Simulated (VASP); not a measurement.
Input of a VASP 6.6.1 run:

Contents of INCAR:

```
SYSTEM = C
PREC = Accurate
ENCUT = 520
EDIFF = 1E-6
ISMEAR = 0
SIGMA = 0.05
LREAL = .False.
LASPH = .True.
NELM = 150
ALGO = Normal
ISIF = 2
LWAVE = .False.
LCHARG = .False.
ISPIN = 2
MAGMOM = 0.5
LORBIT = 11
GGA = PE
NBANDS = 12
```

KPOINTS

```
regular mesh
0
Gamma
  1 1 46
  0 0 0
```

Contents of POSCAR:

```
C
1.0
    9.0000000000      0.0000000000      0.0000000000
    0.0000000000      9.3000000000      0.0000000000
    0.0000000000      0.0000000000      1.2822806336
C
1
Direct
    0.5000000000      0.5000000000      0.0000000000
```

Potentials or basis: VASP PAW PBE potentials, release 64 (C).

Command:

```bash
$ cat potpaw_PBE.64/C/POTCAR > POTCAR
$ mpirun -np 1 vasp_std > vasp.out
```

Question: Predict the net moment.

Answer: 0.00 μB per cell.

Question: What does it give for the band gap on the k mesh?

Answer: Zero (filled and empty bands overlap).
